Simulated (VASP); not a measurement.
**InP: single point with PBE**

The system is InP.

```
CELL_PARAMETERS angstrom
0.00000 2.93050 2.93050
2.93050 0.00000 2.93050
2.93050 2.93050 0.00000
ATOMIC_POSITIONS crystal
In 0.00000 0.00000 0.00000
P 0.75000 0.75000 0.75000
```

| Property | Result |
| --- | --- |
| Program | VASP 6.6.1 |
| Task | single point |
| Functional | PBE |
| Potentials or basis | VASP PAW PBE potentials, release 64 (In_d, P) |
| Cutoff | 520 eV |
| k mesh | 8 × 8 × 8 |
| Occupations | gaussian, width 0.018 eV |
| Spin | no spin polarisation |

- Pressure: 3.3 GPa
- Band gap on the k mesh: 0.71 eV

Levels at points of the mesh, in eV from the valence-band top:
```
           k point  band 7  band 8  band 9  band 10  band 11  band 12
(0.00, 0.00, 0.00)    0.00    0.00    0.00     0.71     4.09     4.09
(0.50, 0.00, 0.00)   -5.73   -0.97   -0.97     1.50     4.81     4.81
(0.50, 0.50, 0.00)   -5.75   -2.32   -2.32     1.76     2.27     9.21
```

Run time: 18 s on 1 thread of Intel(R) Xeon(R) Platinum 8259CL CPU @ 2.50GHz (Skylake/Cascade Lake) (shared host), peak memory 0.18 GiB.

Caveat: the cell stands under pressure; semilocal functionals underestimate gaps, and a narrow one can read as zero; spin-orbit coupling is left out, which moves the levels of the heavy elements. Expect the measured gap to be larger: semilocal functionals such as PBE lack the derivative discontinuity.
